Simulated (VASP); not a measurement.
Al, 2 atoms in the cell. The structure is cubic, space group Fd-3m (No. 227). The conventional cell has a = 5.921 Å, b = 5.921 Å, c = 5.921 Å, α = 90.00°, β = 90.00°, γ = 90.00°. Al (site symmetry -43m) has 4 Al at 2.56 Å within 3.4 Å. 

```yaml
Program: VASP 6.6.1
Task: single point
Functional: PBE
Potentials_or_basis: VASP PAW PBE potentials, release 64 (Al)
Cutoff: 500 eV
k_mesh: 11 × 11 × 11
Occupations: fermi-dirac, width 0.0612256 eV
Spin: no spin polarisation
Dipole_correction: no
Further_INCAR_settings: ALGO = Normal; EDIFF = 1e-06; NBANDS = 10
```

Potentials or basis: VASP PAW PBE potentials, release 64 (Al).

The run is started by

```console
$ cat potpaw_PBE.64/Al/POTCAR > POTCAR
$ mpirun -np 1 vasp_std > vasp.out
```

Hardware: 1 thread of AMD EPYC 7R13 (shared host).

Estimate the wall time of this run.

Wall time 37 s on 1 thread of AMD EPYC 7R13, on a shared host, peak memory 0.14 GiB. Counts: scf iterations 10, k points 56.
